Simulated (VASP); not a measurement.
# KCd2P2 (P-3m1) in VASP: single point with r2SCAN

Aim: the single point of KCd2P2 with r2SCAN.

Everything below comes from runs of VASP 6.6.1. Logs are shortened: lines on timing, memory, paths and dates and some standing lists are left out, and cuts for length are marked.

## (1) The cell of the first run

Symmetry: P-3m1, No. 164, trigonal system. The conventional cell has a = 4.359 Å, b = 4.359 Å, c = 8.007 Å, α = 90.00°, β = 90.00°, γ = 120.00°. Within 4.5 Å of K (site symmetry -3m) lie 6 P at 3.38 Å and 6 Cd at 3.90 Å and 6 K at 4.36 Å. Within 3.4 Å of Cd (site symmetry 3m) lie 4 P at 2.62 to 2.77 Å and 3 Cd at 3.25 Å. P (site symmetry 3m) has 4 Cd at 2.62 to 2.77 Å and 3 K at 3.38 Å within 3.4 Å.

## (2) Single point, r2SCAN

The input, POSCAR:

```
KCd2P2
1.0
    4.3588618786     -0.0000000289      0.0000000000
   -2.1794309143      3.7748851329      0.0000000000
    0.0000000000      0.0000000000      8.0069019000
K Cd P
1 2 2
Direct
    0.0000000000      0.0000000000      0.0000000000
    0.3333333333      0.6666666667      0.6284390000
    0.6666666667      0.3333333333      0.3715610000
    0.3333333333      0.6666666667      0.2826990000
    0.6666666667      0.3333333333      0.7173010000
```

The input, INCAR.step1:

```
SYSTEM = KCd2P2
PREC = Accurate
ENCUT = 520
ISMEAR = 0
SIGMA = 0.1
LREAL = .FALSE.
LASPH = .TRUE.
NELM = 80
NBANDS = 30
GGA = PE
ALGO = Normal
EDIFF = 1E-4
LWAVE = .TRUE.
LCHARG = .FALSE.
```

The input, INCAR.step2:

```
SYSTEM = KCd2P2
PREC = Accurate
ENCUT = 520
EDIFF = 1E-6
ISMEAR = 0
SIGMA = 0.1
LREAL = .FALSE.
LASPH = .TRUE.
NELM = 80
ALGO = Normal
ISIF = 2
LWAVE = .FALSE.
LCHARG = .TRUE.
METAGGA = R2SCAN
LMIXTAU = .TRUE.
LELF = .TRUE.
LVHAR = .TRUE.
NBANDS = 30
ISTART = 1
```

The input, KPOINTS:

```
regular mesh
0
G
  12 12 6
  0 0 0
```

Potentials or basis: VASP PAW PBE potentials, release 64 (K_sv, Cd, P).

Run with:

```console
> cat potpaw_PBE.64/K_sv/POTCAR potpaw_PBE.64/Cd/POTCAR potpaw_PBE.64/P/POTCAR > POTCAR
> cp INCAR.step1 INCAR
> mpirun -np 1 vasp_std > vasp.out
> cp INCAR.step2 INCAR
> mpirun -np 1 vasp_std > vasp.out
```

OUTCAR:

```text
SYSTEM = KCd2P2
   PREC = Accurate
   ENCUT = 520
   EDIFF = 1E-6
   ISMEAR = 0
   LREAL = .FALSE.
   LASPH = .TRUE.
   NELM = 80
   ISIF = 2
   METAGGA = R2SCAN
   ISTART = 1

 ion  position               nearest neighbor table
   1  0.000  0.000  0.000-   4 3.38   5 3.38   5 3.38   4 3.38   5 3.38   4 3.38
   2  0.333  0.667  0.628-   5 2.62   5 2.62   5 2.62   4 2.77   3 3.25   3 3.25   3 3.25
   3  0.667  0.333  0.372-   4 2.62   4 2.62   4 2.62   5 2.77   2 3.25   2 3.25   2 3.25
   4  0.333  0.667  0.283-   3 2.62   3 2.62   3 2.62   2 2.77   1 3.38   1 3.38   1 3.38
   5  0.667  0.333  0.717-   2 2.62   2 2.62   2 2.62   3 2.77   1 3.38   1 3.38   1 3.38

  LATTYP: Found a hexagonal cell.
 ALAT       =     4.3588618786
 C/A-ratio  =     1.8369248953

  Lattice vectors:

 A1 = (   4.3588618786,  -0.0000000289,   0.0000000000)
 A2 = (  -2.1794309143,   3.7748851329,   0.0000000000)
 A3 = (   0.0000000000,   0.0000000000,   8.0069019000)

Analysis of symmetry for initial positions (statically):
=====================================================================
 Subroutine PRICEL returns:
 Original cell was already a primitive cell.

 Routine SETGRP: Setting up the symmetry group for a
 hexagonal supercell.

 Subroutine GETGRP returns: Found 12 space group operations
 (whereof 12 operations were pure point group operations)
 out of a pool of 24 trial point group operations.

The static configuration has the point symmetry D_3d.

Analysis of symmetry for dynamics (positions and initial velocities):
=====================================================================
 Subroutine PRICEL returns:
 Original cell was already a primitive cell.

 Routine SETGRP: Setting up the symmetry group for a
 hexagonal supercell.

 Subroutine GETGRP returns: Found 12 space group operations
 (whereof 12 operations were pure point group operations)
 out of a pool of 24 trial point group operations.

The dynamic configuration has the point symmetry D_3d.

 Subroutine INISYM returns: Found 12 space group operations
 (whereof 12 operations are pure point group operations),
 and found     1 'primitive' translations

----------------------------------------------------------------------------------------

                                     Primitive cell

  volume of cell :     131.7472

  direct lattice vectors                    reciprocal lattice vectors
     4.358861879 -0.000000029  0.000000000     0.229417686  0.132454360  0.000000000
    -2.179430914  3.774885133  0.000000000     0.000000002  0.264908724  0.000000000
     0.000000000  0.000000000  8.006901900     0.000000000  0.000000000  0.124892251

  length of vectors
     4.358861879  4.358861879  8.006901900     0.264908724  0.264908724  0.124892251

  position of ions in fractional coordinates (direct lattice)
     0.000000000  0.000000000  0.000000000
     0.333333333  0.666666667  0.628439000
     0.666666667  0.333333333  0.371561000
     0.333333333  0.666666667  0.282699000
     0.666666667  0.333333333  0.717301000

  ion indices of the primitive-cell ions
   primitive index   ion index
                 1           1
                 2           2
                 3           3
                 4           4
                 5           5

----------------------------------------------------------------------------------------

 KPOINTS: regular mesh

Automatic generation of k-mesh.
 Grid dimensions read from file:
 generate k-points for:   12   12    6

 Generating k-lattice:

  Cartesian coordinates                     Fractional coordinates (reciprocal lattice)
     0.019118140  0.011037863  0.000000000     0.083333333  0.000000000  0.000000000
     0.000000000  0.022075727  0.000000000     0.000000000  0.083333333  0.000000000
     0.000000000  0.000000000  0.020815375     0.000000000  0.000000000  0.166666667

  Length of vectors
     0.022075727  0.022075727  0.020815375

  Shift w.r.t. Gamma in fractional coordinates (k-lattice)
     0.000000000  0.000000000  0.000000000

 Subroutine IBZKPT returns following result:
 ===========================================

 Found    100 irreducible k-points:

 Following reciprocal coordinates:
            Coordinates               Weight
  0.000000  0.000000  0.000000      1.000000
  0.083333  0.000000  0.000000      6.000000
  0.166667  0.000000  0.000000      6.000000
  0.250000  0.000000  0.000000      6.000000
  0.333333  0.000000  0.000000      6.000000
  0.416667  0.000000  0.000000      6.000000
[... 16 lines left out ...]
  0.166667  0.000000  0.166667      6.000000
 -0.000000  0.166667  0.166667      6.000000
 [... further k-points ...]
   k-points           NKPTS =    100   k-points in BZ     NKDIM =    100   number of bands    NBANDS=     30
   number of dos      NEDOS =    301   number of ions     NIONS =      5
   total plane-waves  NPLWV =  61440
   dimension x,y,z NGX =    32 NGY =   32 NGZ =   60
   dimension x,y,z NGXF=    64 NGYF=   64 NGZF=  120
   ions per type =               1   2   2
   NGX,Y,Z   is equivalent  to a cutoff of  12.20, 12.20, 12.46 a.u.
   NGXF,Y,Z  is equivalent  to a cutoff of  24.41, 24.41, 24.92 a.u.
 SYSTEM =  KCd2P2
   PREC   = accura    normal or accurate (medium, high low for compatibility)
   ISTART =      1    job   : 0-new  1-cont  2-samecut
   ICHARG =      0    charge: 1-file 2-atom 10-const
   ISPIN  =      1    spin polarized calculation?
   LNONCOLLINEAR =      F non collinear calculations
   LSORBIT =      F    spin-orbit coupling
   LASPH  =      T    aspherical Exc in radial PAW
   ENCUT  =  520.0 eV  38.22 Ry    6.18 a.u.   8.10  8.10 14.89*2*pi/ulx,y,z
   NELM   =     80;   NELMIN=  2; NELMDL=  0     # of ELM steps
   EDIFF  = 0.1E-05   stopping-criterion for ELM
   LREAL  =      F    real-space projection
[... 7 lines left out ...]
   TEBEG  =    0.0;   TEEND  =   0.0 temperature during run
   PSTRESS=    0.0 pullay stress
   NELECT =      43.0000    total number of electrons
   NUPDOWN=      -1.0000    fix difference up-down
   EMIN   =  10.00;   EMAX   =-10.00  energy-range for DOS
   EFERMI =   0.00;   METHOD = LEGACY
   ISMEAR =     0;   SIGMA  =   0.10  broadening in eV -4-tet -1-fermi 0-gaus
   EFERMI_NEDOS =   21; number of points for ismear=-14 and -15
   IALGO  =     38    algorithm
   IMIX   =      4    mixing-type and parameters
     AMIX     =   0.40;   BMIX     =  1.00
     AMIX_MAG =   1.60;   BMIX_MAG =  1.00
  volume/ion in A,a.u.               =      26.35       177.81
  Fermi-wavevector in a.u.,A,eV,Ry     =   1.127156  2.130015 17.285926  1.270480
  Thomas-Fermi vector in A             =   2.263841
   LORBIT       =      0    0 simple, 1 ext, 2 COOP (PROOUT), +10 PAW based schemes
   METAGGA = R2SCAN    functional components
   LHFCALC =     F    Hartree Fock is set to
   AEXX    =    0.0000 exact exchange contribution
   IVDW    =     0    specifies the selected vdW correction
   LEPSILON=     F    determine dielectric tensor
   LRPA    =     F    only Hartree local field effects (RPA)
 non-spin polarized calculation
 Gauss-broadening in eV      SIGMA  =   0.10
  energy-cutoff  :      520.00
  volume of cell :      131.75
 maximum number of plane-waves:      3570
   NGX = 17   NGY = 17   NGZ = 29

 number of electron      42.9999994 magnetization

 Free energy of the ion-electron system (eV)
  ---------------------------------------------------
  ext. energy  EPLUGINS =         0.00000000
  ---------------------------------------------------
  free energy    TOTEN  =       -65.43902637 eV

  energy without entropy =      -65.42351195  energy(sigma->0) =      -65.43126916

 E-fermi :   1.3553     XC(G=0):  -9.4510

 val. band max:        1.3536927807   @ k =  -0.0833   0.3333   0.3333
 cond. band min:       1.3672995862   @ k =   0.0000   0.0000   0.3333
 fundamental gap:      0.0136068055
 Fermi energy:         1.3553246946

 k-point     1 :       0.0000    0.0000    0.0000
  band No.  band energies     occupation
      1     -29.7038      2.00000
      2     -12.4843      2.00000
      3     -12.4064      2.00000
      4     -12.4064      2.00000
      5      -9.2298      2.00000
      6      -8.8789      2.00000
[... 22 lines left out ...]
     29       7.2727      0.00000
     30       8.2961      0.00000

 k-point     2 :       0.0833    0.0000    0.0000
  band No.  band energies     occupation
      1     -29.7033      2.00000
      2     -12.4805      2.00000
      3     -12.4163      2.00000
      4     -12.4084      2.00000
      5      -9.1961      2.00000
      6      -8.8679      2.00000
[... 22 lines left out ...]
     29       7.4572      0.00000
     30       8.0032      0.00000

 k-point     3 :       0.1667    0.0000    0.0000
  band No.  band energies     occupation
      1     -29.7019      2.00000
      2     -12.4704      2.00000
      3     -12.4428      2.00000
      4     -12.4136      2.00000
      5      -9.1056      2.00000
      6      -8.8392      2.00000
[... 22 lines left out ...]
     29       7.5420      0.00000
     30       7.9619      0.00000

 k-point     4 :       0.2500    0.0000    0.0000
  band No.  band energies     occupation
      1     -29.7000      2.00000
      2     -12.4792      2.00000
      3     -12.4555      2.00000
      4     -12.4208      2.00000
      5      -8.9864      2.00000
      6      -8.8035      2.00000
[... 22 lines left out ...]
     29       8.0091      0.00000
     30       8.2075      0.00000

 k-point     5 :       0.3333    0.0000    0.0000
  band No.  band energies     occupation
      1     -29.6981      2.00000
      2     -12.5137      2.00000
      3     -12.4419      2.00000
      4     -12.4279      2.00000
      5      -8.8745      2.00000
      6      -8.7728      2.00000
[... 22 lines left out ...]
     29       8.0577      0.00000
     30       9.0971      0.00000
[... 526 lines left out ...]
     29       7.5506      0.00000
     30       8.2515      0.00000

 k-point    22 :       0.0000    0.0833    0.1667
  band No.  band energies     occupation
      1     -29.7033      2.00000
      2     -12.4816      2.00000
      3     -12.4163      2.00000
      4     -12.4084      2.00000
      5      -9.1747      2.00000
      6      -8.8821      2.00000
[... 22 lines left out ...]
     29       7.2721      0.00000
     30       8.1180      0.00000

 k-point    23 :       0.1667    0.0000    0.1667
  band No.  band energies     occupation
      1     -29.7019      2.00000
      2     -12.4713      2.00000
      3     -12.4426      2.00000
      4     -12.4136      2.00000
      5      -9.0868      2.00000
      6      -8.8520      2.00000
[... 22 lines left out ...]
     29       7.9905      0.00000
     30       8.1389      0.00000

 k-point    24 :      -0.0000    0.1667    0.1667
  band No.  band energies     occupation
      1     -29.7019      2.00000
      2     -12.4712      2.00000
      3     -12.4427      2.00000
      4     -12.4136      2.00000
      5      -9.0904      2.00000
      6      -8.8488      2.00000
[... 22 lines left out ...]
     29       7.7541      0.00000
     30       7.8802      0.00000

 [... further k-points ...]

------------------------ aborting loop because EDIFF is reached ----------------------------------------

  FORCE on cell =-STRESS in cart. coord.  units (eV):
  Direction    XX          YY          ZZ          XY          YZ          ZX
  --------------------------------------------------------------------------------------
  -------------------------------------------------------------------------------------
  Total       -0.7876171     -0.7876171     -0.7506109      0.0000000      0.0000000     -0.0000000
  in kB       -9.5782097     -9.5782097     -9.1281775      0.0000000      0.0000000     -0.0000000
  external PRESSURE =      -9.4281990 kB  Pullay stress =       0.0000000 kB

 VOLUME and BASIS-vectors are now :
 -----------------------------------------------------------------------------
  energy-cutoff  :      520.00
  volume of cell :      131.75
      direct lattice vectors                 reciprocal lattice vectors
     4.358861879 -0.000000029  0.000000000     0.229417686  0.132454360  0.000000000
    -2.179430914  3.774885133  0.000000000     0.000000002  0.264908724  0.000000000
     0.000000000  0.000000000  8.006901900     0.000000000  0.000000000  0.124892251

 POSITION                                       TOTAL-FORCE (eV/Angst)
 -----------------------------------------------------------------------------------
      0.00000      0.00000      0.00000        -0.000000      0.000000      0.000000
      0.00000      2.51659      5.03185         0.000000     -0.000000     -0.000806
      2.17943      1.25830      2.97505         0.000000      0.000000      0.000806
      0.00000      2.51659      2.26354        -0.000000      0.000000      0.059905
      2.17943      1.25830      5.74336        -0.000000      0.000000     -0.059905
 -----------------------------------------------------------------------------------
    total drift:                               -0.000000      0.000000     -0.000000

  FREE ENERGIE OF THE ION-ELECTRON SYSTEM (eV)
  ---------------------------------------------------
  free  energy   TOTEN  =       -65.4390263706 eV

  energy  without entropy=      -65.4235119528  energy(sigma->0) =      -65.43126916
```

Run time: 39 min. Hardware: 1 thread of Intel Xeon 8259CL, shared host; peak memory 0.48 GiB.

Results:

| Quantity | Value |
| --- | --- |
| Free energy | -65.4390 eV |
| Pressure | -0.9 GPa |
| Largest force | 0.060 eV/Å |
| Band gap on the k mesh | zero (an odd number of electrons rules out a gap without spin polarisation) |

Forces in eV/Å, atoms in the order of the input:
```
K    0.000  0.000  0.000
Cd   0.000  0.000 -0.001
Cd   0.000  0.000  0.001
P    0.000  0.000  0.060
P    0.000  0.000 -0.060
```

Levels at points of the mesh, in eV from the Fermi level:
| k point | band 19 | band 20 | band 21 | band 22 | band 23 | band 24 | band 25 | band 26 |
| --- | --- | --- | --- | --- | --- | --- | --- | --- |
| (0.00, 0.00, 0.00) | -0.05 | 0.42 | 0.70 | 0.70 | 2.01 | 2.15 | 4.41 | 5.46 |
| (0.50, 0.00, 0.00) | -1.57 | -1.35 | -0.58 | -0.33 | 2.84 | 3.87 | 4.30 | 5.81 |
| (0.00, 0.00, 0.50) | 0.04 | 0.04 | 0.56 | 0.56 | 2.19 | 2.78 | 4.79 | 5.51 |
| (0.50, 0.00, 0.50) | -1.47 | -1.39 | -0.26 | -0.22 | 3.12 | 3.58 | 3.79 | 4.01 |

Caveat: the PAW data sets were made with another functional, which shifts forces and pressure a little.
